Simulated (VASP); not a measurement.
# EuAgSeF (P4/nmm) in VASP: single point with PBE+U

Aim: the single point of EuAgSeF with PBE+U.

Everything below comes from runs of VASP 6.6.1. Logs are shortened: lines on timing, memory, paths and dates and some standing lists are left out, and cuts for length are marked.

**1. The cell of the first run**

The structure is tetragonal, space group P4/nmm (No. 129). Conventional cell: a = 4.192 Å, b = 4.192 Å, c = 9.352 Å, α = 90.00°, β = 90.00°, γ = 90.00°. Eu (site symmetry 4mm) has 4 F at 2.54 Å and 4 Se at 3.28 Å within 3.4 Å. Within 3.7 Å of Ag (site symmetry -4m2) lie 4 Se at 2.79 Å and 4 Ag at 2.96 Å. Within 3.7 Å of Se (site symmetry 4mm) lie 4 Ag at 2.79 Å and 4 Eu at 3.28 Å and 4 F at 3.52 Å. F (site symmetry -4m2) has 4 Eu at 2.54 Å and 4 F at 2.96 Å and 4 Se at 3.52 Å within 3.6 Å.

**2. Single point, PBE+U, collinear spin, ferromagnetic start**

Input file INCAR:

```
  PREC = Accurate
  ENCUT = 520
  EDIFF = 1E-6
  ISMEAR = 0
  SIGMA = 0.02
  LREAL = Auto
  LASPH = T
  NELM = 150
  ALGO = Normal
  ISIF = 2
  LWAVE = F
  LCHARG = F
  ISPIN = 2
  MAGMOM = 7.44 7.44 7.44 7.44 0 0 0 0 0 0 0 0 0 0 0 0
  LORBIT = 11
  LMAXMIX = 6
  LDAU = T
  LDAUTYPE = 2
  LDAUL = 3 -1 -1 -1
  LDAUU = 6 0 0 0
  LDAUJ = 0 0 0 0
  LDAUPRINT = 1
  GGA = PE
  NBANDS = 100
```

Input file KPOINTS:

```
Automatic mesh
0
Gamma
  3 3 2
  0 0 0.5
```

Input file POSCAR:

```
EuAgSeF
1.0
   -4.1917787986      4.1917787986      0.0000000000
   -4.1917787986     -4.1917787986      0.0000000000
    0.0000000000      0.0000000000      9.3524372126
Eu Ag Se F
4 4 4 4
Direct
    0.7500000000      0.7500000000      0.3467368289
    0.2500000000      0.2500000000      0.3467368289
    0.7500000000      0.2500000000      0.6532631711
    0.2500000000      0.7500000000      0.6532631711
    0.5000000000      0.5000000000      0.0000000000
    0.0000000000      0.0000000000      0.0000000000
    0.5000000000      0.0000000000      0.0000000000
    0.0000000000      0.5000000000      0.0000000000
    0.7500000000      0.2500000000      0.1973199761
    0.2500000000      0.7500000000      0.1973199761
    0.7500000000      0.7500000000      0.8026800239
    0.2500000000      0.2500000000      0.8026800239
    0.5000000000      0.5000000000      0.5000000000
    0.0000000000      0.0000000000      0.5000000000
    0.5000000000      0.0000000000      0.5000000000
    0.0000000000      0.5000000000      0.5000000000
```

Potentials or basis: VASP PAW PBE potentials, release 64 (Eu, Ag, Se, F).

The run is started by

```
$ cat potpaw_PBE.64/Eu/POTCAR potpaw_PBE.64/Ag/POTCAR potpaw_PBE.64/Se/POTCAR potpaw_PBE.64/F/POTCAR > POTCAR
$ mpirun -np 1 vasp_std > vasp.out
```

OUTCAR:

```text
PREC = Accurate
   ENCUT = 520
   EDIFF = 1E-6
   ISMEAR = 0
   LREAL = Auto
   LASPH = T
   NELM = 150
   ISIF = 2
   ISPIN = 2
   LORBIT = 11
   GGA = PE

 ion  position               nearest neighbor table
   1  0.750  0.750  0.347-  13 2.54  14 2.54  15 2.54  16 2.54
   2  0.250  0.250  0.347-  13 2.54  14 2.54  15 2.54  16 2.54
   3  0.750  0.250  0.653-  13 2.54  14 2.54  15 2.54  16 2.54
   4  0.250  0.750  0.653-  13 2.54  14 2.54  15 2.54  16 2.54
   5  0.500  0.500  0.000-   9 2.79  10 2.79  11 2.79  12 2.79   7 2.96   8 2.96   7 2.96   8 2.96
[... 22 lines left out ...]
 A1 = (  -4.1917787986,   4.1917787986,   0.0000000000)
 A2 = (  -4.1917787986,  -4.1917787986,   0.0000000000)
 A3 = (   0.0000000000,   0.0000000000,   9.3524372126)

Analysis of symmetry for initial positions (statically):
=====================================================================
 Subroutine PRICEL returns following result:

  LATTYP: Found a simple tetragonal cell.
 ALAT       =     4.1917787986
 C/A-ratio  =     2.2311380590
[... 12 lines left out ...]
 Subroutine GETGRP returns: Found 16 space group operations
 (whereof  8 operations were pure point group operations)
 out of a pool of 16 trial point group operations.

The static configuration has the point symmetry D_2d.
 The point group associated with its full space group is D_4h.

Analysis of symmetry for dynamics (positions and initial velocities):
=====================================================================
 Subroutine PRICEL returns following result:

  LATTYP: Found a simple tetragonal cell.
 ALAT       =     4.1917787986
 C/A-ratio  =     2.2311380590
[... 12 lines left out ...]
 Subroutine GETGRP returns: Found 16 space group operations
 (whereof  8 operations were pure point group operations)
 out of a pool of 16 trial point group operations.

The dynamic configuration has the point symmetry D_2d.
 The point group associated with its full space group is D_4h.

Analysis of structural, dynamic, and magnetic symmetry:
=====================================================================
 Subroutine PRICEL returns following result:

  LATTYP: Found a simple tetragonal cell.
 ALAT       =     4.1917787986
 C/A-ratio  =     2.2311380590
[... 12 lines left out ...]
 Subroutine GETGRP returns: Found 16 space group operations
 (whereof  8 operations were pure point group operations)
 out of a pool of 16 trial point group operations.

The overall configuration has the point symmetry D_2d.
 The point group associated with its full space group is D_4h.

 Subroutine INISYM returns: Found 16 space group operations
 (whereof  8 operations are pure point group operations),
 and found     2 'primitive' translations

[... 304 lines left out ...]
 cond. band min:       4.7080216443   @ k =   0.0000   0.0000   0.2500
 fundamental gap:      0.9413194380
 Fermi energy:         3.8614212621

 spin component 1

 k-point     1 :       0.0000    0.0000    0.2500
  band No.  band energies     occupation
      1     -35.6816      1.00000
      2     -35.6630      1.00000
      3     -35.6594      1.00000
      4     -35.6594      1.00000
      5     -19.9954      1.00000
      6     -19.9071      1.00000
[... 280 lines left out ...]
     93       3.5631      1.00000
     94       3.5657      1.00000
 Fermi energy:         3.8614212621

 spin component 2

 k-point     1 :       0.0000    0.0000    0.2500
  band No.  band energies     occupation
      1     -32.5379      1.00000
      2     -32.5086      1.00000
      3     -32.5036      1.00000
      4     -32.5036      1.00000
      5     -19.9632      1.00000
      6     -19.8878      1.00000
[... 280 lines left out ...]
     93      10.6097      0.00000
     94      10.9223      0.00000
 [bands above 94 left out]

------------------------ aborting loop because EDIFF is reached ----------------------------------------

  FORCE on cell =-STRESS in cart. coord.  units (eV):
  Direction    XX          YY          ZZ          XY          YZ          ZX
  --------------------------------------------------------------------------------------
  -------------------------------------------------------------------------------------
  Total        0.0472978      0.0472978     -0.0937788      0.0000000      0.0000000      0.0000000
  in kB        0.2305686      0.2305686     -0.4571554      0.0000000      0.0000000      0.0000000
  external PRESSURE =       0.0013273 kB  Pullay stress =       0.0000000 kB

 VOLUME and BASIS-vectors are now :
 -----------------------------------------------------------------------------
  energy-cutoff  :      520.00
  volume of cell :      328.66
      direct lattice vectors                 reciprocal lattice vectors
    -4.191778799  4.191778799  0.000000000    -0.119281103  0.119281103  0.000000000
    -4.191778799 -4.191778799  0.000000000    -0.119281103 -0.119281103  0.000000000
     0.000000000  0.000000000  9.352437213     0.000000000  0.000000000  0.106924000

 POSITION                                       TOTAL-FORCE (eV/Angst)
 -----------------------------------------------------------------------------------
     -6.28767      0.00000      3.24283        -0.000000      0.000000      0.025625
     -2.09589      0.00000      3.24283        -0.000000      0.000000      0.025625
     -4.19178      2.09589      6.10960         0.000000     -0.000000     -0.025625
     -4.19178     -2.09589      6.10960         0.000000      0.000000     -0.025625
     -4.19178      0.00000      0.00000         0.000000      0.000000     -0.000000
      0.00000      0.00000      0.00000         0.000000      0.000000     -0.000000
[... 8 lines left out ...]
     -2.09589      2.09589      4.67622        -0.000000     -0.000000     -0.000000
     -2.09589     -2.09589      4.67622        -0.000000      0.000000     -0.000000
 -----------------------------------------------------------------------------------
    total drift:                                0.000000      0.000000     -0.000000

  FREE ENERGIE OF THE ION-ELECTRON SYSTEM (eV)
  ---------------------------------------------------
  free  energy   TOTEN  =      -107.0885176704 eV

  energy  without entropy=     -107.0885176704  energy(sigma->0) =     -107.08851767

 total charge

# of ion       s       p       d       f       tot
--------------------------------------------------
    1        2.019   5.791   0.190   6.866  14.866
    2        2.019   5.791   0.190   6.866  14.866
    3        2.019   5.791   0.190   6.866  14.866
    4        2.019   5.791   0.190   6.866  14.866
    5        0.318   0.259   9.246   0.000   9.823
    6        0.318   0.259   9.246   0.000   9.823
[... 8 lines left out ...]
   15        1.735   4.361   0.000   0.000   6.096
   16        1.735   4.361   0.000   0.000   6.096
--------------------------------------------------
tot         22.052  51.103  37.841  27.464 138.461

 magnetization (x)

# of ion       s       p       d       f       tot
--------------------------------------------------
    1       -0.018  -0.122   0.030   6.844   6.733
    2       -0.018  -0.122   0.030   6.844   6.733
    3       -0.018  -0.122   0.030   6.844   6.733
    4       -0.018  -0.122   0.030   6.844   6.733
    5       -0.000  -0.001  -0.003   0.000  -0.003
    6       -0.000  -0.001  -0.003   0.000  -0.003
[... 8 lines left out ...]
   15       -0.001  -0.018   0.000   0.000  -0.019
   16       -0.001  -0.018   0.000   0.000  -0.019
--------------------------------------------------
tot         -0.078  -0.646   0.113  27.374  26.763
```

stdout:

```text
POSCAR found type information on POSCAR EuAgSeF
 POSCAR found :  4 types and      16 ions
 scaLAPACK will be used
 LDA part: xc-table for (Slater+PW92), standard interpolation
 POSCAR, INCAR and KPOINTS ok, starting setup
 FFT: planning ... GRIDC
 FFT: planning ... GRID_SOFT
 FFT: planning ... GRID
 WAVECAR not read
 entering main loop
```

It took 25 min on 1 thread of Intel Xeon 8259CL, shared host; peak memory 0.62 GiB.

Results:

```yaml
Free_energy: -107.0885 eV
Pressure: 0.0 GPa
Largest_force: 0.026 eV/Å
Band_gap_on_the_k_mesh: 0.94 eV
Net_moment: 28.00 μB per cell
Site_moments: Eu +6.73; Ag -0.00; Se -0.02; F -0.02 μB
Valence_electrons_inside_the_program's_atomic_spheres: Eu 14.87; Ag 9.82; Se 3.83; F 6.10
```

Forces on the atoms (eV/Å):
```
Eu   0.000  0.000  0.026
Eu   0.000  0.000  0.026
Eu   0.000  0.000 -0.026
Eu   0.000  0.000 -0.026
Ag   0.000  0.000  0.000
Ag   0.000  0.000  0.000
Ag   0.000  0.000  0.000
Ag   0.000  0.000  0.000
Se   0.000  0.000 -0.024
Se   0.000  0.000 -0.024
Se   0.000  0.000  0.024
Se   0.000  0.000  0.024
F    0.000  0.000  0.000
F    0.000  0.000  0.000
F    0.000  0.000  0.000
F    0.000  0.000  0.000
```

Levels at points of the mesh, in eV from the valence-band top:
Spin up:
```csv
k point,band 92,band 93,band 94,band 95,band 96,band 97,band 98
"(0.00, 0.00, 0.25)",-0.24,-0.22,-0.22,0.00,0.00,0.94,2.65
```
Spin down:
```
           k point  band 66  band 67  band 68  band 69  band 70  band 71
(0.00, 0.00, 0.25)    -1.43    -0.29    -0.29     1.10     2.91     2.93
```

Eigenvalues of the final occupation matrices:
| site | spin | trace | eigenvalues |
| --- | --- | --- | --- |
| site 1 f | 1 | 6.86 | 0.98 0.98 0.98 0.98 0.98 0.98 0.98 |
| site 1 f | 2 | 0.01 | 0.00 0.00 0.00 0.00 0.00 0.00 0.00 |
| site 2 f | 1 | 6.86 | 0.98 0.98 0.98 0.98 0.98 0.98 0.98 |
| site 2 f | 2 | 0.01 | 0.00 0.00 0.00 0.00 0.00 0.00 0.00 |
| site 3 f | 1 | 6.86 | 0.98 0.98 0.98 0.98 0.98 0.98 0.98 |
| site 3 f | 2 | 0.01 | 0.00 0.00 0.00 0.00 0.00 0.00 0.00 |
| site 4 f | 1 | 6.86 | 0.98 0.98 0.98 0.98 0.98 0.98 0.98 |
| site 4 f | 2 | 0.01 | 0.00 0.00 0.00 0.00 0.00 0.00 0.00 |

Caveat: spin-orbit coupling is left out, which moves the levels of the heavy elements; a shifted mesh leaves out Γ, where band edges can lie. A k mesh can miss the band edges.
